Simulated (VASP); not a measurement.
**NaCl: single point with r2SCAN**

The system is NaCl.

```
CELL_PARAMETERS angstrom
4.72105 0.00000 0.00000
-2.36053 4.08855 0.00000
0.00000 0.00000 5.56977
ATOMIC_POSITIONS crystal
Na 0.33333 0.66667 0.25000
Na 0.66667 0.33333 0.75000
Cl 0.66667 0.33333 0.25000
Cl 0.33333 0.66667 0.75000
```

- Program: VASP 6.6.1
- Task: single point
- Functional: r2SCAN
- Potentials or basis: VASP PAW PBE potentials, release 64 (Na_pv, Cl)
- Cutoff: 520 eV
- k mesh: 6 × 6 × 2
- Occupations: gaussian, width 0.01 eV
- Spin: no spin polarisation
- Dipole correction: no
- Further INCAR settings: ALGO = Normal; EDIFF = 1e-06; NBANDS = 22

```json
{"Pressure": "-0.2 GPa", "Band gap on the k mesh": "5.47 eV, direct"}
```

Levels at points of the mesh, in eV from the valence-band top:
```
           k point  band 10  band 11  band 12  band 13  band 14  band 15  band 16  band 17  band 18  band 19
(0.00, 0.00, 0.00)    -0.80    -0.80    -0.34    -0.34     0.00     5.47     8.50    10.48    10.48    11.50
(0.50, 0.00, 0.00)    -1.02    -1.00    -0.78    -0.52    -0.24     7.73     8.47     9.33     9.84    10.44
(0.00, 0.00, 0.50)    -0.96    -0.58    -0.58    -0.58    -0.58     7.24     7.24    10.39    10.39    10.39
(0.50, 0.00, 0.50)    -1.58    -0.66    -0.66    -0.27    -0.27     7.89     7.89    10.77    10.77    11.24
```

Wall time 2 min on 1 thread of Intel Xeon 6975P-C (shared host), peak memory 0.23 GiB.

Caveat: the k points lie up to 0.56 Å⁻¹ apart; the PAW data sets were made with another functional, which shifts forces and pressure a little. r2SCAN opens gaps a little over a GGA but as a rule still falls short of measured ones.
